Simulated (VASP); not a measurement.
Write the native input for VASP 6.6.1 that does the following.

```
Task                   : relaxation of cell and atoms
Functional             : revPBE
Dispersion             : D3(BJ)
Potentials or basis    : VASP PAW PBE potentials, release 64 (Zn, O)
Cutoff                 : 600 eV
k mesh                 : 12 × 12 × 4
Occupations            : gaussian, width 0.01 eV
Spin                   : no spin polarisation
Dipole correction      : no
Further INCAR settings : ALGO = Normal; EDIFF = 1e-06; IBRION = 2; EDIFFG = -0.03; NSW = 80; ISIF = 3
```

The structure of ZnO lies in POSCAR:

```
ZnO
1.0
    3.2493080000      0.0000000000      0.0000000000
   -1.6246540000      2.8139832700      0.0000000000
    0.0000000000      0.0000000000      5.2057090000
Zn O
2 2
Direct
    0.3333333333      0.6666666667      0.5000000000
    0.6666666667      0.3333333333      0.0000000000
    0.6666666667      0.3333333333      0.3790100000
    0.3333333333      0.6666666667      0.8790100000
```

These files were run (other wordings do the same):

INCAR

```
  PREC = Accurate
  ENCUT = 600
  EDIFF = 1E-6
  ISMEAR = 0
  SIGMA = 0.01
  LREAL = False
  LASPH = True
  NELM = 100
  ALGO = Normal
  ISIF = 3
  LWAVE = False
  LCHARG = False
  GGA = RE
  IVDW = 12
  IBRION = 2
  NSW = 80
  EDIFFG = -0.03
```

KPOINTS

```
Automatic mesh
0
Gamma
  12 12 4
```

Potentials or basis: VASP PAW PBE potentials, release 64 (Zn, O).

Command:

```sh
$ cat potpaw_PBE.64/Zn/POTCAR potpaw_PBE.64/O/POTCAR > POTCAR
$ mpirun -np 1 vasp_std > vasp.out
```

Results of the run:

- Relaxed volume: 12.16 Å³/atom
- Relaxed cell: a = 3.268 Å, b = 3.268 Å, c = 5.259 Å, α = 90.00°, β = 90.00°, γ = 120.00°
- Space group after relaxing (to 0.1 Å): P6_3mc (No. 186)
- Energy gained by relaxing: 2.7 meV/atom
- Ionic steps: 3
- Pressure after relaxing: 0.1 GPa
- Largest force after relaxing: 0.006 eV/Å
- Band gap on the k mesh: 0.82 eV
- Dispersion energy per atom: -0.432 eV

Caveat: the PAW data sets were made with another functional, which shifts forces and pressure a little.

It took 4.5 min on 1 thread of Intel(R) Xeon(R) Platinum 8259CL CPU @ 2.50GHz (Skylake/Cascade Lake) (shared host), peak memory 0.22 GiB.
